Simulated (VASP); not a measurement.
# InP (F-43m) in VASP: further runs, part 2 of 2

VASP 6.6.1. Earlier steps stand in the parts before.

**3. Relaxation of cell and atoms, LDA**

This run uses another cell than the first one, of 25.72 Å³/atom.

INCAR reads:

```
ALGO = Normal
EDIFF = 1E-7
EDIFFG = -0.002
ENCUT = 500
GGA = CA
GGA_COMPAT = False
IBRION = 2
ISIF = 3
ISMEAR = 0
LASPH = True
LCHARG = False
LREAL = False
LWAVE = False
NELM = 120
NELMIN = 4
NSW = 100
PREC = Accurate
SIGMA = 0.02
```

KPOINTS reads:

```
k-points
0
Gamma
  8 8 8
```

POSCAR reads:

```
InP
1.0
    0.0000000000      2.9519763900      2.9519763900
    2.9519763900      0.0000000000      2.9519763900
    2.9519763900      2.9519763900      0.0000000000
In P
1 1
Direct
    0.0000000000      0.0000000000      0.0000000000
    0.7500000000      0.7500000000      0.7500000000
```

Potentials or basis: VASP PAW LDA potentials, release 64 (In_d, P).

Run with:

```
$ cat potpaw_LDA.64/In_d/POTCAR potpaw_LDA.64/P/POTCAR > POTCAR
$ mpirun -np 1 vasp_std > vasp.out
```

OUTCAR:

```text
EDIFF = 1E-7
   EDIFFG = -0.002
   ENCUT = 500
   GGA = CA
   IBRION = 2
   ISIF = 3
   ISMEAR = 0
   LASPH = True
   LREAL = False
   NELM = 120
   NELMIN = 4
   NSW = 100
   PREC = Accurate

 ion  position               nearest neighbor table
   1  0.000  0.000  0.000-   2 2.56   2 2.56   2 2.56   2 2.56
   2  0.750  0.750  0.750-   1 2.56   1 2.56   1 2.56   1 2.56

  LATTYP: Found a face centered cubic cell.
 ALAT       =     5.9039527800

  Lattice vectors:

 A1 = (   0.0000000000,   2.9519763900,   2.9519763900)
 A2 = (   2.9519763900,   0.0000000000,   2.9519763900)
 A3 = (   2.9519763900,   2.9519763900,   0.0000000000)

Analysis of symmetry for initial positions (statically):
=====================================================================
 Subroutine PRICEL returns:
 Original cell was already a primitive cell.

 Routine SETGRP: Setting up the symmetry group for a
 face centered cubic supercell.

 Subroutine GETGRP returns: Found 24 space group operations
 (whereof 24 operations were pure point group operations)
 out of a pool of 48 trial point group operations.

The static configuration has the point symmetry T_d .

Analysis of symmetry for dynamics (positions and initial velocities):
=====================================================================
 Subroutine PRICEL returns:
 Original cell was already a primitive cell.

 Routine SETGRP: Setting up the symmetry group for a
 face centered cubic supercell.

 Subroutine GETGRP returns: Found 24 space group operations
 (whereof 24 operations were pure point group operations)
 out of a pool of 48 trial point group operations.

The dynamic configuration has the point symmetry T_d .

 Subroutine INISYM returns: Found 24 space group operations
 (whereof 24 operations are pure point group operations),
 and found     1 'primitive' translations

----------------------------------------------------------------------------------------

                                     Primitive cell

  volume of cell :      51.4480

  direct lattice vectors                    reciprocal lattice vectors
     0.000000000  2.951976390  2.951976390    -0.169378048  0.169378048  0.169378048
     2.951976390  0.000000000  2.951976390     0.169378048 -0.169378048  0.169378048
     2.951976390  2.951976390  0.000000000     0.169378048  0.169378048 -0.169378048

  length of vectors
     4.174725047  4.174725047  4.174725047     0.293371386  0.293371386  0.293371386

  position of ions in fractional coordinates (direct lattice)
     0.000000000  0.000000000  0.000000000
     0.750000000  0.750000000  0.750000000

  ion indices of the primitive-cell ions
   primitive index   ion index
                 1           1
                 2           2

----------------------------------------------------------------------------------------

 KPOINTS: k-points

Automatic generation of k-mesh.
 Grid dimensions read from file:
 generate k-points for:    8    8    8

 Generating k-lattice:

  Cartesian coordinates                     Fractional coordinates (reciprocal lattice)
    -0.021172256  0.021172256  0.021172256     0.125000000  0.000000000  0.000000000
     0.021172256 -0.021172256  0.021172256     0.000000000  0.125000000  0.000000000
     0.021172256  0.021172256 -0.021172256     0.000000000  0.000000000  0.125000000

  Length of vectors
[... 50 lines left out ...]
   LNONCOLLINEAR =      F non collinear calculations
   LSORBIT =      F    spin-orbit coupling
   LASPH  =      T    aspherical Exc in radial PAW
   ENCUT  =  500.0 eV  36.75 Ry    6.06 a.u.   7.61  7.61  7.61*2*pi/ulx,y,z
   NELM   =    120;   NELMIN=  4; NELMDL= -5     # of ELM steps
   EDIFF  = 0.1E-06   stopping-criterion for ELM
   LREAL  =      F    real-space projection
   EDIFFG = -.2E-02   stopping-criterion for IOM
   NSW    =    100    number of steps for IOM
   IBRION =      2    ionic relax: 0-MD 1-quasi-New 2-CG
   NFREE  =      1    steps in history (QN), initial steepest desc. (CG)
   ISIF   =      3    stress and relaxation
   ISYM   =      2    0-nonsym 1-usesym 2-fastsym
   POTIM  = 0.5000    time-step for ionic-motion
   TEBEG  =    0.0;   TEEND  =   0.0 temperature during run
   PSTRESS=    0.0 pullay stress
   NELECT =      18.0000    total number of electrons
   NUPDOWN=      -1.0000    fix difference up-down
   EMIN   =  10.00;   EMAX   =-10.00  energy-range for DOS
   EFERMI =   0.00;   METHOD = LEGACY
   ISMEAR =     0;   SIGMA  =   0.02  broadening in eV -4-tet -1-fermi 0-gaus
   EFERMI_NEDOS =   21; number of points for ismear=-14 and -15
   IALGO  =     38    algorithm
   IMIX   =      4    mixing-type and parameters
     AMIX     =   0.40;   BMIX     =  1.00
     AMIX_MAG =   1.60;   BMIX_MAG =  1.00
  volume/ion in A,a.u.               =      25.72       173.59
  Fermi-wavevector in a.u.,A,eV,Ry     =   1.153567  2.179925 18.105499  1.330717
  Thomas-Fermi vector in A             =   2.290210
   LORBIT       =      0    0 simple, 1 ext, 2 COOP (PROOUT), +10 PAW based schemes
   GGA     = CA    functional components
   LHFCALC =     F    Hartree Fock is set to
   AEXX    =    0.0000 exact exchange contribution
   IVDW    =     0    specifies the selected vdW correction
   LEPSILON=     F    determine dielectric tensor
   LRPA    =     F    only Hartree local field effects (RPA)
 conjugate gradient relaxation of ions
 non-spin polarized calculation
 Gauss-broadening in eV      SIGMA  =   0.02
  energy-cutoff  :      500.00
  volume of cell :       51.45
 maximum number of plane-waves:      1323
   NGX = 15   NGY = 15   NGZ = 15

--------------------------------------- Ionic step        1  -------------------------------------------

 number of electron      17.9999997 magnetization

 Free energy of the ion-electron system (eV)
  ---------------------------------------------------
  ext. energy  EPLUGINS =         0.00000000
  ---------------------------------------------------
  free energy    TOTEN  =        -9.65640844 eV

  energy without entropy =       -9.65640844  energy(sigma->0) =       -9.65640844

------------------------ aborting loop because EDIFF is reached ----------------------------------------

  FORCE on cell =-STRESS in cart. coord.  units (eV):
  Direction    XX          YY          ZZ          XY          YZ          ZX
  --------------------------------------------------------------------------------------
  -------------------------------------------------------------------------------------
  Total       -0.8237127     -0.8237127     -0.8237127     -0.0000000      0.0000000     -0.0000000
  in kB      -25.6517916    -25.6517916    -25.6517916     -0.0000000      0.0000000     -0.0000000
  external PRESSURE =     -25.6517916 kB  Pullay stress =       0.0000000 kB
[... 167 lines left out ...]
--------------------------------------- Ionic step        6  -------------------------------------------

 number of electron      18.0000011 magnetization

 Free energy of the ion-electron system (eV)
  ---------------------------------------------------
  ext. energy  EPLUGINS =         0.00000000
  ---------------------------------------------------
  free energy    TOTEN  =        -9.67270221 eV

  energy without entropy =       -9.67270221  energy(sigma->0) =       -9.67270221

 E-fermi :   5.3234     XC(G=0):  -9.6850

 val. band max:        5.2015040140   @ k =   0.0000   0.0000   0.0000
 cond. band min:       5.8050931267   @ k =   0.0000   0.0000   0.0000
 fundamental gap:      0.6035891127
 Fermi energy:         5.3234113882

 k-point     1 :       0.0000    0.0000    0.0000
  band No.  band energies     occupation
      1      -9.0231      2.00000
      2      -9.0231      2.00000
      3      -9.0231      2.00000
      4      -8.8593      2.00000
      5      -8.8593      2.00000
      6      -6.4639      2.00000
      7       5.2015      2.00000
      8       5.2015      2.00000
      9       5.2015      2.00000
     10       5.8051      0.00000
     11       9.1634      0.00000
     12       9.1634      0.00000
     13       9.1634      0.00000
[... 354 lines left out ...]
  band No.  band energies     occupation
      1      -9.1640      2.00000
      2      -8.9714      2.00000
      3      -8.9494      2.00000
      4      -8.8659      2.00000
      5      -8.8455      2.00000
      6      -4.3188      2.00000
      7      -0.5223      2.00000
      8       2.3879      2.00000
      9       3.4911      2.00000
     10       8.2947      0.00000
     11       9.2336      0.00000
     12      11.0088      0.00000
     13      12.3413      0.00000

 [... further k-points ...]

------------------------ aborting loop because EDIFF is reached ----------------------------------------

  FORCE on cell =-STRESS in cart. coord.  units (eV):
  Direction    XX          YY          ZZ          XY          YZ          ZX
  --------------------------------------------------------------------------------------
  -------------------------------------------------------------------------------------
  Total        0.0017349      0.0017349      0.0017349      0.0000000      0.0000000     -0.0000000
  in kB        0.0561839      0.0561839      0.0561839      0.0000000      0.0000000     -0.0000000
  external PRESSURE =       0.0561839 kB  Pullay stress =       0.0000000 kB
[... 17 lines left out ...]
  FREE ENERGIE OF THE ION-ELECTRON SYSTEM (eV)
  ---------------------------------------------------
  free  energy   TOTEN  =        -9.6727022065 eV

  energy  without entropy=       -9.6727022065  energy(sigma->0) =       -9.67270221

 reached required accuracy - stopping structural energy minimisation
```

Wall time 89 s (1 thread of AMD EPYC 7R43 (Zen 3), shared host); peak memory 0.12 GiB.

Results:

```yaml
Free_energy: -9.6727 eV
Relaxed_volume: 24.74 Å³/atom
Relaxed_cell: a = 4.121 Å, b = 4.121 Å, c = 4.121 Å, α = 60.00°, β = 60.00°, γ = 60.00°
Space_group_after_relaxing_to_0.1_Å: F-43m (No. 216)
Energy_gained_by_relaxing: 8.1 meV/atom
Ionic_steps: 6
Pressure_after_relaxing: 0.0 GPa
Band_gap_on_the_k_mesh: 0.60 eV
```

The path:
```tsv
step	energy change (eV)	largest force (eV/Å)	pressure (GPa)	volume (Å³)
1	0.0000	0.0000	-2.57	51.45
2	-0.0113	0.0000	1.58	48.44
3	-0.0163	0.0000	-0.02	49.48
4	-0.0163	0.0000	0.05	49.44
5	-0.0163	0.0000	-0.03	49.49
6	-0.0163	0.0000	0.01	49.47
```

Final structure:
```
In P
1.0
     0.00000    2.91373    2.91373
     2.91373    0.00000    2.91373
     2.91373    2.91373    0.00000
In P
1 1
Direct
  0.00000 0.00000 0.00000
  0.75000 0.75000 0.75000
```

Caveat: spin-orbit coupling is left out, which moves the levels of the heavy elements.
